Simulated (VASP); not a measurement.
# Pd (P6_3/mmc) in VASP: relaxation of shape and atoms at fixed volume with r2SCAN

Aim: the relaxation of shape and atoms at fixed volume of Pd with r2SCAN.

All numbers are computed with VASP 6.6.1; they aren't measurements. Logs are shortened: lines on timing, memory, paths and dates and some standing lists are left out, and cuts for length are marked.

### Step 1. The cell of the first run

It takes space group P6_3/mmc (No. 194, hexagonal). Conventional cell: a = 2.734 Å, b = 2.734 Å, c = 4.631 Å, α = 90.00°, β = 90.00°, γ = 120.00°. Pd (site symmetry -6m2) has 12 Pd at 2.73 to 2.80 Å within 3.6 Å.

This isn't the form of Pd at room conditions, which is fcc.

### Step 2. Relaxation of shape and atoms at fixed volume, r2SCAN (14.99 Å³/atom)

File POSCAR:

```
Pd
1.0
    2.7342719453      0.0000000000      0.0000000000
   -1.3671359727      2.3679489655      0.0000000000
    0.0000000000      0.0000000000      4.6309987266
Pd
2
Direct
    0.3333333333      0.6666666667      0.7500000000
    0.6666666667      0.3333333333      0.2500000000
```

File INCAR.step1:

```
  PREC = Accurate
  ENCUT = 600
  ISMEAR = 0
  SIGMA = 0.05
  LREAL = False
  LASPH = True
  NELM = 80
  GGA = PE
  ALGO = Normal
  EDIFF = 1E-4
  LWAVE = True
  LCHARG = False
```

File INCAR.step2:

```
  PREC = Accurate
  ENCUT = 600
  EDIFF = 1E-6
  ISMEAR = 0
  SIGMA = 0.05
  LREAL = False
  LASPH = True
  NELM = 80
  ALGO = Normal
  ISIF = 4
  LWAVE = False
  LCHARG = False
  METAGGA = R2SCAN
  LMIXTAU = True
  IBRION = 2
  NSW = 60
  EDIFFG = -0.01
  ISTART = 1
```

File KPOINTS:

```
Automatic mesh
0
Gamma
  18 18 10
```

Potentials or basis: VASP PAW PBE potentials, release 64 (Pd).

The run is started by

```
> cat potpaw_PBE.64/Pd/POTCAR > POTCAR
> cp INCAR.step1 INCAR
> mpirun -np 1 vasp_std > vasp.out
> cp INCAR.step2 INCAR
> mpirun -np 1 vasp_std > vasp.out
```

OUTCAR:

```text
PREC = Accurate
   ENCUT = 600
   EDIFF = 1E-6
   ISMEAR = 0
   LREAL = False
   LASPH = True
   NELM = 80
   ISIF = 4
   METAGGA = R2SCAN
   IBRION = 2
   NSW = 60
   EDIFFG = -0.01
   ISTART = 1

 ion  position               nearest neighbor table
   1  0.333  0.667  0.750-   2 2.80   2 2.80   2 2.80   2 2.80   2 2.80   2 2.80
   2  0.667  0.333  0.250-   1 2.80   1 2.80   1 2.80   1 2.80   1 2.80   1 2.80

  LATTYP: Found a hexagonal cell.
 ALAT       =     2.7342719453
 C/A-ratio  =     1.6936862241

  Lattice vectors:

 A1 = (   2.7342719453,   0.0000000000,   0.0000000000)
 A2 = (  -1.3671359727,   2.3679489655,   0.0000000000)
 A3 = (   0.0000000000,   0.0000000000,   4.6309987266)

Analysis of symmetry for initial positions (statically):
=====================================================================
 Subroutine PRICEL returns:
 Original cell was already a primitive cell.

 Routine SETGRP: Setting up the symmetry group for a
 hexagonal supercell.

 Subroutine GETGRP returns: Found 24 space group operations
 (whereof 12 operations were pure point group operations)
 out of a pool of 24 trial point group operations.

The static configuration has the point symmetry D_3d.
 The point group associated with its full space group is D_6h.

Analysis of symmetry for dynamics (positions and initial velocities):
=====================================================================
 Subroutine PRICEL returns:
 Original cell was already a primitive cell.

 Routine SETGRP: Setting up the symmetry group for a
 hexagonal supercell.

 Subroutine GETGRP returns: Found 24 space group operations
 (whereof 12 operations were pure point group operations)
 out of a pool of 24 trial point group operations.

The dynamic configuration has the point symmetry D_3d.
 The point group associated with its full space group is D_6h.

 Subroutine INISYM returns: Found 24 space group operations
 (whereof 12 operations are pure point group operations),
 and found     1 'primitive' translations

----------------------------------------------------------------------------------------

                                     Primitive cell

  volume of cell :      29.9839

  direct lattice vectors                    reciprocal lattice vectors
     2.734271945  0.000000000  0.000000000     0.365728069  0.211153199  0.000000000
    -1.367135973  2.367948966  0.000000000     0.000000000  0.422306399  0.000000000
     0.000000000  0.000000000  4.630998727     0.000000000  0.000000000  0.215936142

  length of vectors
     2.734271945  2.734271945  4.630998727     0.422306399  0.422306399  0.215936142

  position of ions in fractional coordinates (direct lattice)
     0.333333333  0.666666667  0.750000000
     0.666666667  0.333333333  0.250000000

  ion indices of the primitive-cell ions
   primitive index   ion index
                 1           1
                 2           2

----------------------------------------------------------------------------------------

 KPOINTS: Automatic mesh

Automatic generation of k-mesh.
 Grid dimensions read from file:
 generate k-points for:   18   18   10

 Generating k-lattice:

  Cartesian coordinates                     Fractional coordinates (reciprocal lattice)
     0.020318226  0.011730733  0.000000000     0.055555556  0.000000000  0.000000000
     0.000000000  0.023461467  0.000000000     0.000000000  0.055555556  0.000000000
     0.000000000  0.000000000  0.021593614     0.000000000  0.000000000  0.100000000

  Length of vectors
     0.023461467  0.023461467  0.021593614

[... 65 lines left out ...]
   NUPDOWN=      -1.0000    fix difference up-down
   EMIN   =  10.00;   EMAX   =-10.00  energy-range for DOS
   EFERMI =   0.00;   METHOD = LEGACY
   ISMEAR =     0;   SIGMA  =   0.05  broadening in eV -4-tet -1-fermi 0-gaus
   EFERMI_NEDOS =   21; number of points for ismear=-14 and -15
   IALGO  =     38    algorithm
   IMIX   =      4    mixing-type and parameters
     AMIX     =   0.40;   BMIX     =  1.00
     AMIX_MAG =   1.60;   BMIX_MAG =  1.00
  volume/ion in A,a.u.               =      14.99       101.17
  Fermi-wavevector in a.u.,A,eV,Ry     =   1.430393  2.703050 27.837834  2.046023
  Thomas-Fermi vector in A             =   2.550243
   LORBIT       =      0    0 simple, 1 ext, 2 COOP (PROOUT), +10 PAW based schemes
   METAGGA = R2SCAN    functional components
   LHFCALC =     F    Hartree Fock is set to
   AEXX    =    0.0000 exact exchange contribution
   IVDW    =     0    specifies the selected vdW correction
   LEPSILON=     F    determine dielectric tensor
   LRPA    =     F    only Hartree local field effects (RPA)
 conjugate gradient relaxation of ions
 non-spin polarized calculation
 Gauss-broadening in eV      SIGMA  =   0.05
  energy-cutoff  :      600.00
  volume of cell :       29.98
 maximum number of plane-waves:      1027
 NGX is ok and might be reduce to    24
   NGX = 11   NGY = 11   NGZ = 19

--------------------------------------- Ionic step        1  -------------------------------------------

 number of electron      19.9999998 magnetization

 Free energy of the ion-electron system (eV)
  ---------------------------------------------------
  ext. energy  EPLUGINS =         0.00000000
  ---------------------------------------------------
  free energy    TOTEN  =       -45.82473084 eV

  energy without entropy =      -45.81860220  energy(sigma->0) =      -45.82166652

------------------------ aborting loop because EDIFF is reached ----------------------------------------

  FORCE on cell =-STRESS in cart. coord.  units (eV):
  Direction    XX          YY          ZZ          XY          YZ          ZX
  --------------------------------------------------------------------------------------
  -------------------------------------------------------------------------------------
  Total        0.1461475      0.1461475      0.0772940     -0.0000000      0.0000000      0.0000000
  in kB        7.8093198      7.8093198      4.1301675     -0.0000000      0.0000000      0.0000000
  external PRESSURE =       6.5829357 kB  Pullay stress =       0.0000000 kB

 VOLUME and BASIS-vectors are now :
 -----------------------------------------------------------------------------
  energy-cutoff  :      600.00
  volume of cell :       29.98
      direct lattice vectors                 reciprocal lattice vectors
     2.734271945  0.000000000  0.000000000     0.365728069  0.211153199  0.000000000
    -1.367135973  2.367948966  0.000000000     0.000000000  0.422306399  0.000000000
     0.000000000  0.000000000  4.630998727     0.000000000  0.000000000  0.215936142

 POSITION                                       TOTAL-FORCE (eV/Angst)
 -----------------------------------------------------------------------------------
     -0.00000      1.57863      3.47325        -0.000000     -0.000000      0.000000
      1.36714      0.78932      1.15775         0.000000      0.000000      0.000000
 -----------------------------------------------------------------------------------
    total drift:                               -0.000000      0.000000     -0.000000

  FREE ENERGIE OF THE ION-ELECTRON SYSTEM (eV)
  ---------------------------------------------------
  free  energy   TOTEN  =       -45.8247308439 eV

  energy  without entropy=      -45.8186022024  energy(sigma->0) =      -45.82166652

--------------------------------------- Ionic step        2  -------------------------------------------

 number of electron      19.9999998 magnetization

 Free energy of the ion-electron system (eV)
  ---------------------------------------------------
  ext. energy  EPLUGINS =         0.00000000
  ---------------------------------------------------
  free energy    TOTEN  =       -45.82477806 eV

  energy without entropy =      -45.81856389  energy(sigma->0) =      -45.82167097

 E-fermi :   9.3446     XC(G=0): -14.0035

 val. band max:        9.3434795366   @ k =   0.4444   0.0000   0.2000
 cond. band min:       9.3449830280   @ k =   0.1667   0.0556   0.5000
 fundamental gap:      0.0015034914
 Fermi energy:         9.3446241409

 k-point     1 :       0.0000    0.0000    0.0000
  band No.  band energies     occupation
      1       2.2830      2.00000
      2       4.0245      2.00000
      3       6.3093      2.00000
      4       6.5734      2.00000
      5       6.5734      2.00000
      6       6.9062      2.00000
      7       6.9062      2.00000
      8       7.7150      2.00000
      9       7.7150      2.00000
     10       9.0825      2.00000
     11       9.0825      2.00000
     12      10.3776      0.00000
     13      16.3866      0.00000
     14      27.4626      0.00000
[... 377 lines left out ...]
      1       4.3960      2.00000
      2       4.7270      2.00000
      3       4.8081      2.00000
      4       6.5265      2.00000
      5       6.8019      2.00000
      6       7.1270      2.00000
      7       7.1752      2.00000
      8       9.0421      2.00000
      9       9.1785      2.00000
     10       9.3589      0.68623
     11      11.9328      0.00000
     12      15.5892      0.00000
     13      19.3442      0.00000
     14      19.6846      0.00000

 [... further k-points ...]

------------------------ aborting loop because EDIFF is reached ----------------------------------------

  FORCE on cell =-STRESS in cart. coord.  units (eV):
  Direction    XX          YY          ZZ          XY          YZ          ZX
  --------------------------------------------------------------------------------------
  -------------------------------------------------------------------------------------
  Total        0.1258531      0.1258531      0.1076425     -0.0000000     -0.0000000      0.0000000
  in kB        6.7248986      6.7248986      5.7518252     -0.0000000     -0.0000000      0.0000000
  external PRESSURE =       6.4005408 kB  Pullay stress =       0.0000000 kB

 VOLUME and BASIS-vectors are now :
 -----------------------------------------------------------------------------
  energy-cutoff  :      600.00
  volume of cell :       29.98
      direct lattice vectors                 reciprocal lattice vectors
     2.735786511 -0.000000000  0.000000000     0.365525598  0.211036302  0.000000000
    -1.367893256  2.369260618 -0.000000000     0.000000000  0.422072605  0.000000000
     0.000000000  0.000000000  4.625872588    -0.000000000  0.000000000  0.216175431

 POSITION                                       TOTAL-FORCE (eV/Angst)
 -----------------------------------------------------------------------------------
     -0.00000      1.57951      3.46940        -0.000000     -0.000000     -0.000000
      1.36789      0.78975      1.15647         0.000000      0.000000      0.000000
 -----------------------------------------------------------------------------------
    total drift:                               -0.000000      0.000000     -0.000000

  FREE ENERGIE OF THE ION-ELECTRON SYSTEM (eV)
  ---------------------------------------------------
  free  energy   TOTEN  =       -45.8247780586 eV

  energy  without entropy=      -45.8185638861  energy(sigma->0) =      -45.82167097

 reached required accuracy - stopping structural energy minimisation
```

Run time: 5.6 min. Hardware: 1 thread of AMD EPYC 9R45 (Zen 5), shared host; peak memory 0.21 GiB.

Results:

```
Free energy               : -45.8248 eV
Energy gained by relaxing : 0.0 meV/atom
Ionic steps               : 2
Pressure after relaxing   : 0.6 GPa
Band gap on the k mesh    : zero (bands 10 and 11 overlap by 0.96 eV)
```

Final structure:
```
CELL_PARAMETERS angstrom
2.73579 0.00000 0.00000
-1.36789 2.36926 0.00000
0.00000 0.00000 4.62587
ATOMIC_POSITIONS crystal
Pd 0.33333 0.66667 0.75000
Pd 0.66667 0.33333 0.25000
```

Caveat: the PAW data sets were made with another functional, which shifts forces and pressure a little.
